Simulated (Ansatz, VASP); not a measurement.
ZnSe in VASP and in Ansatz

Contents of INCAR:

```
SYSTEM = ZnSe
  PREC = Accurate
  ENCUT = 520
  EDIFF = 1E-6
  ISMEAR = 0
  SIGMA = 0.05
  LREAL = .FALSE.
  LASPH = .TRUE.
  NELM = 60
  ALGO = Normal
  ISIF = 2
  LWAVE = .FALSE.
  LCHARG = .FALSE.
  GGA = CA
  NBANDS = 26
```

The input KPOINTS:

```
regular mesh
0
G
  8 8 6
  0 0 0
```

File POSCAR:

```
ZnSe
1.0
    3.9827722569      0.0000000000      0.0000000000
    0.0000000000      3.9827722569      0.0000000000
    0.0000000000      0.0000000000      5.2564395555
Zn Se
2 2
Direct
    0.0000000000      0.0000000000      0.0000000000
    0.5000000000      0.5000000000      0.0000000000
    0.0000000000      0.5000000000      0.2608314992
    0.5000000000      0.0000000000      0.7391685008
```

Input for Ansatz:

```yaml
crystal:
  lattice:
    - [3.9827722569, 0.0, 0.0]
    - [0.0, 3.9827722569, 0.0]
    - [0.0, 0.0, 5.2564395555]
  atoms:
    - { symbol: Zn, position: [0.0, 0.0, 0.0] }
    - { symbol: Zn, position: [0.5, 0.5, 0.0] }
    - { symbol: Se, position: [0.0, 0.5, 0.2608314992] }
    - { symbol: Se, position: [0.5, 0.0, 0.7391685008] }
basis:
  ecutwfc: 520.0
kpoints:
  mp_grid: { grid: [8, 8, 6] }
hamiltonian:
  xc: lda
scf:
  occupations: { method: gaussian, width: 0.05 }
output:
  forces: true
  stress: true
  eigenvalues: true
```

Alike in both runs: task single point; functional LDA; k mesh 8 × 8 × 6; occupations gaussian, width 0.05 eV; no spin polarisation.

|  | VASP | Ansatz |
| --- | --- | --- |
| version | VASP 6.6.1 | Ansatz 0.2.0 |
| potentials or method | VASP PAW LDA potentials, release 64 (Zn, Se), cutoff 520 eV | scalar-relativistic, plane waves, PAW |
| valence electrons in the cell | 36 | 56 |

VASP gave:

| Item | Value |
| --- | --- |
| gap on the k mesh at the Fermi level (eV) | 1.30 |
| least direct gap on the mesh (eV) | 1.30 |
| pressure (GPa) | 4.9 |
| traceless stress, the component that is largest in VASP (GPa) | 0.83 |
| rms of the force components (eV/Å) | 0.489 |

Problem. What did Ansatz give for the same quantities?

Solution. gap on the k mesh at the Fermi level (eV): 1.31; least direct gap on the mesh (eV): 1.31; pressure (GPa): 4.3; traceless stress, the component that is largest in VASP (GPa): 0.89; rms of the force components (eV/Å): 0.456.

LDA's correlation is that of Perdew and Zunger in VASP and of Perdew and Wang (1992) in Ansatz. Atom by atom the forces differ by 0.033 eV/Å (rms over components). VASP's potentials hold 36 valence electrons a cell and Ansatz's 56, so a difference there can come from the potentials and not from the codes.
